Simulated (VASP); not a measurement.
Wanted: the native input for a VASP 6.6.1 run.

```
Task                   : single point
Functional             : PBEsol
Potentials or basis    : VASP PAW PBE potentials, release 64 (Bi_d)
Cutoff                 : 520 eV
k mesh                 : 4 × 4 × 6
Occupations            : gaussian, width 0.1 eV
Spin                   : no spin polarisation
Dipole correction      : no
Further INCAR settings : ALGO = Normal; EDIFF = 1e-06; NBANDS = 22
```

The structure of Bi lies in POSCAR:

```
Bi
1.0
    3.4885980000     -3.1325780000      0.0000000000
    3.4885980000      3.1325780000      0.0000000000
   -1.2602350000      0.0000000000      3.1135500000
Bi
2
Direct
    0.2469390000      0.2469390000      0.1426180000
    0.7530610000      0.7530610000      0.8573820000
```

The input as run:

INCAR

```
SYSTEM = Bi
PREC     = Accurate       ! precision mode
ENCUT    = 520            ! plane-wave cutoff, eV
EDIFF    = 1E-6           ! SCF threshold, eV
ISMEAR   = 0              ! smearing method
SIGMA    = 0.1            ! smearing width, eV
LREAL    = .FALSE.        ! projectors in reciprocal space
LASPH    = .TRUE.         ! aspherical terms in the spheres
NELM     = 100            ! most SCF steps
ALGO     = Normal         ! electronic algorithm
ISIF     = 2              ! what is computed and relaxed
LWAVE    = .FALSE.        ! write WAVECAR
LCHARG   = .FALSE.        ! write CHGCAR
GGA      = PS             ! functional
NBANDS   = 22             ! bands
```

KPOINTS

```
Automatic mesh
0
G
  4 4 6
  0 0 0
```

Potentials or basis: VASP PAW PBE potentials, release 64 (Bi_d).

Launch:

```bash
$ cat potpaw_PBE.64/Bi_d/POTCAR > POTCAR
$ mpirun -np 1 vasp_std > vasp.out
```

It gave:

```
Pressure               : -2.6 GPa
Largest force          : 0.128 eV/Å
Band gap on the k mesh : zero (band 15 reaches 9.72 eV, above the bottom of band 16 at 4.98 eV)
```

Caveat: the PAW data sets were made with another functional, which shifts forces and pressure a little; spin-orbit coupling is left out, which moves the levels of the heavy elements.

It took 32 s on 1 thread of AMD EPYC 7R43 64-Core Processor (Zen 3), with other jobs on the host, peak memory 0.16 GiB.
